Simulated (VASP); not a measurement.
# TiAl (Pm-3m) in VASP: further runs, part 2 of 2

VASP 6.6.1. Earlier steps stand in the parts before.

## 4. Relaxation of cell and atoms, LDA

This run uses another cell than the first one, of 13.74 Å³/atom, 0.900 times its volume.

Contents of INCAR:

```
SYSTEM = TiAl
PREC     = Accurate       ! precision mode
ENCUT    = 500            ! plane-wave cutoff, eV
EDIFF    = 1E-7           ! SCF threshold, eV
ISMEAR   = -1             ! smearing method
SIGMA    = 0.1            ! smearing width, eV
LREAL    = .False.        ! projectors in reciprocal space
LASPH    = .True.         ! aspherical terms in the spheres
NELM     = 120            ! most SCF steps
ALGO     = Normal         ! electronic algorithm
ISIF     = 3              ! what is computed and relaxed
LWAVE    = .False.        ! write WAVECAR
LCHARG   = .False.        ! write CHGCAR
IBRION   = 2              ! ionic algorithm
NSW      = 60             ! ionic steps
EDIFFG   = -0.02          ! ionic threshold
GGA_COMPAT= .False.      
NELMIN   = 4
```

Contents of KPOINTS:

```
Automatic mesh
0
Gamma
  7 7 7
  0 0 0
```

Contents of POSCAR:

```
TiAl
1.0
    3.0180000000      0.0000000000      0.0000000000
    0.0000000000      3.0180000000      0.0000000000
    0.0000000000      0.0000000000      3.0180000000
Ti Al
1 1
Direct
    0.5000000000      0.5000000000      0.5000000000
    0.0000000000      0.0000000000      0.0000000000
```

Potentials or basis: VASP PAW LDA potentials, release 64 (Ti_sv, Al).

Launch:

```
> cat potpaw_LDA.64/Ti_sv/POTCAR potpaw_LDA.64/Al/POTCAR > POTCAR
> mpirun -np 1 vasp_std > vasp.out
```

OUTCAR:

```text
SYSTEM = TiAl
   PREC = Accurate
   ENCUT = 500
   EDIFF = 1E-7
   ISMEAR = -1
   LREAL = .False.
   LASPH = .True.
   NELM = 120
   ISIF = 3
   IBRION = 2
   NSW = 60
   EDIFFG = -0.02
   NELMIN = 4

 ion  position               nearest neighbor table
   1  0.500  0.500  0.500-   2 2.61   2 2.61   2 2.61   2 2.61   2 2.61   2 2.61   2 2.61   2 2.61

   2  0.000  0.000  0.000-   1 2.61   1 2.61   1 2.61   1 2.61   1 2.61   1 2.61   1 2.61   1 2.61

  LATTYP: Found a simple cubic cell.
 ALAT       =     3.0180000000

  Lattice vectors:

 A1 = (   3.0180000000,   0.0000000000,   0.0000000000)
 A2 = (   0.0000000000,   3.0180000000,   0.0000000000)
 A3 = (   0.0000000000,   0.0000000000,   3.0180000000)

Analysis of symmetry for initial positions (statically):
=====================================================================
 Subroutine PRICEL returns:
 Original cell was already a primitive cell.

 Routine SETGRP: Setting up the symmetry group for a
 simple cubic supercell.

 Subroutine GETGRP returns: Found 48 space group operations
 (whereof 48 operations were pure point group operations)
 out of a pool of 48 trial point group operations.

The static configuration has the point symmetry O_h .

Analysis of symmetry for dynamics (positions and initial velocities):
=====================================================================
 Subroutine PRICEL returns:
 Original cell was already a primitive cell.

 Routine SETGRP: Setting up the symmetry group for a
 simple cubic supercell.

 Subroutine GETGRP returns: Found 48 space group operations
 (whereof 48 operations were pure point group operations)
 out of a pool of 48 trial point group operations.

The dynamic configuration has the point symmetry O_h .

 Subroutine INISYM returns: Found 48 space group operations
 (whereof 48 operations are pure point group operations),
 and found     1 'primitive' translations

----------------------------------------------------------------------------------------

                                     Primitive cell

  volume of cell :      27.4889

  direct lattice vectors                    reciprocal lattice vectors
     3.018000000  0.000000000  0.000000000     0.331345262  0.000000000  0.000000000
     0.000000000  3.018000000  0.000000000     0.000000000  0.331345262  0.000000000
[... 96 lines left out ...]
   EFERMI_NEDOS =   21; number of points for ismear=-14 and -15
   IALGO  =     38    algorithm
   IMIX   =      4    mixing-type and parameters
     AMIX     =   0.40;   BMIX     =  1.00
     AMIX_MAG =   1.60;   BMIX_MAG =  1.00
  volume/ion in A,a.u.               =      13.74        92.75
  Fermi-wavevector in a.u.,A,eV,Ry     =   1.337784  2.528045 24.349887  1.789666
  Thomas-Fermi vector in A             =   2.466306
   LORBIT       =      0    0 simple, 1 ext, 2 COOP (PROOUT), +10 PAW based schemes
   GGA     = CA    functional components
   LHFCALC =     F    Hartree Fock is set to
   AEXX    =    0.0000 exact exchange contribution
   IVDW    =     0    specifies the selected vdW correction
   LEPSILON=     F    determine dielectric tensor
   LRPA    =     F    only Hartree local field effects (RPA)
 conjugate gradient relaxation of ions
 non-spin polarized calculation
  energy-cutoff  :      500.00
  volume of cell :       27.49
 maximum number of plane-waves:       739
 NGX is ok and might be reduce to    24
   NGX = 11   NGY = 11   NGZ = 11

--------------------------------------- Ionic step        1  -------------------------------------------

 number of electron      14.9999999 magnetization

 Free energy of the ion-electron system (eV)
  ---------------------------------------------------
  ext. energy  EPLUGINS =         0.00000000
  ---------------------------------------------------
  free energy    TOTEN  =       -13.19346070 eV

  energy without entropy =      -13.13991003  energy(sigma->0) =      -13.16668536

 E-fermi :  10.2946     XC(G=0): -12.0125

 val. band max:       10.2639302883   @ k =   0.2857   0.2857   0.0000
 cond. band min:      10.4200295555   @ k =   0.2857   0.2857   0.1429
 fundamental gap:      0.1560992672
 Fermi energy:        10.2945837692

 k-point     1 :       0.0000    0.0000    0.0000
  band No.  band energies     occupation
      1     -45.6058      2.00000
      2     -22.1697      2.00000
      3     -22.1697      2.00000
      4     -22.1697      2.00000
      5       0.4028      2.00000
      6       8.4503      2.00000
      7       8.4503      2.00000
      8      12.4003      0.00000
      9      12.4003      0.00000
     10      12.4003      0.00000
     11      15.5197      0.00000
[... 335 lines left out ...]
--------------------------------------- Ionic step        3  -------------------------------------------

 number of electron      14.9999995 magnetization

 Free energy of the ion-electron system (eV)
  ---------------------------------------------------
  ext. energy  EPLUGINS =         0.00000000
  ---------------------------------------------------
  free energy    TOTEN  =       -13.33602909 eV

  energy without entropy =      -13.27030570  energy(sigma->0) =      -13.30316740

 E-fermi :   9.0754     XC(G=0): -11.5311

 val. band max:        9.0648011842   @ k =   0.2857   0.2857   0.0000
 cond. band min:       9.2133294534   @ k =   0.2857   0.2857   0.1429
 fundamental gap:      0.1485282692
 Fermi energy:         9.0754420879

 k-point     1 :       0.0000    0.0000    0.0000
  band No.  band energies     occupation
      1     -47.0285      2.00000
      2     -23.6103      2.00000
      3     -23.6103      2.00000
      4     -23.6103      2.00000
      5      -0.3543      2.00000
      6       7.5251      2.00000
      7       7.5251      2.00000
      8      10.9263      0.00000
      9      10.9263      0.00000
     10      10.9263      0.00000
     11      13.7168      0.00000
[... 293 lines left out ...]
  FREE ENERGIE OF THE ION-ELECTRON SYSTEM (eV)
  ---------------------------------------------------
  free  energy   TOTEN  =       -13.3360290927 eV

  energy  without entropy=      -13.2703056981  energy(sigma->0) =      -13.30316740

 reached required accuracy - stopping structural energy minimisation
```

OSZICAR:

```text
N       E                     dE             d eps       ncg     rms          rms(c)
DAV:   1     0.994547592251E+02    0.99455E+02   -0.75436E+03   440   0.137E+03
DAV:   2    -0.539591555830E+01   -0.10485E+03   -0.10249E+03   455   0.356E+02
DAV:   3    -0.138685060249E+02   -0.84726E+01   -0.82223E+01   765   0.931E+01
[... 33 lines left out ...]
DAV:   7    -0.133360172103E+02   -0.29755E-03   -0.60594E-04   489   0.227E-01    0.200E-02
DAV:   8    -0.133359981183E+02    0.19092E-04   -0.48825E-05   549   0.810E-02    0.263E-02
DAV:   9    -0.133360283877E+02   -0.30269E-04   -0.61742E-05   482   0.736E-02    0.107E-02
DAV:  10    -0.133360291127E+02   -0.72493E-06   -0.88255E-06   552   0.205E-02    0.271E-03
DAV:  11    -0.133360290927E+02    0.20006E-07   -0.17778E-07   420   0.325E-03
   3 F= -.13336029E+02 E0= -.13303167E+02  d E =-.142568E+00
```

Run time: 16 s. Hardware: 1 thread of AMD EPYC 7R43 (Zen 3), shared host; peak memory 0.1 GiB.

Results:

```
Free energy                            : -13.3360 eV
Relaxed volume                         : 15.29 Å³/atom
Relaxed cell                           : a = 3.127 Å, b = 3.127 Å, c = 3.127 Å, α = 90.00°, β = 90.00°, γ = 90.00°
Space group after relaxing (to 0.05 Å) : Pm-3m (No. 221)
Energy gained by relaxing              : 71.3 meV/atom
Ionic steps                            : 3
Pressure after relaxing                : -0.1 GPa
```

The path:
| step | energy change (eV) | largest force (eV/Å) | pressure (GPa) | volume (Å³) |
| --- | --- | --- | --- | --- |
| 1 | 0.0000 | 0.0000 | 16.25 | 27.49 |
| 2 | -0.0524 | 0.0000 | -9.37 | 33.41 |
| 3 | -0.1426 | 0.0000 | -0.13 | 30.58 |

Final structure:
```yaml
crystal:
  lattice:
    - [3.12728, 0.00000, 0.00000]
    - [0.00000, 3.12728, 0.00000]
    - [0.00000, 0.00000, 3.12728]
  atoms:
    - { symbol: Ti, position: [0.50000, 0.50000, 0.50000] }
    - { symbol: Al, position: [0.00000, 0.00000, 0.00000] }
```

Levels at points of the mesh, in eV from the Fermi level:
```
           k point  band 4  band 5  band 6  band 7  band 8  band 9  band 10  band 11
(0.00, 0.00, 0.00)  -32.69   -9.43   -1.55   -1.55    1.85    1.85     1.85     4.64
```

Caveat: the volume moved by +11 % from the deposited cell, more than functionals usually miss.

## 5. The runs side by side

```csv
task,cell,k mesh,gap on the mesh (eV),pressure (GPa)
single point,"a = 3.126 Å, 2 atoms",7 × 7 × 7,none,0.1
single point,"a = 3.126 Å, 2 atoms",8 × 8 × 8,none,0.3
relaxation of cell and atoms,"relaxed from a = 3.018 Å, 2 atoms",7 × 7 × 7,none,-0.1
```

Alike in all rows: level LDA; potentials or basis VASP PAW LDA potentials, release 64 (Ti_sv, Al); no spin polarisation; cutoff (eV) 500; smearing fermi-dirac 0.1 eV.

Caveats: the volume moved by +11 % from the deposited cell, more than functionals usually miss (some runs).

Total energies depend on the potentials used, so only differences within one code and one set of settings carry meaning.
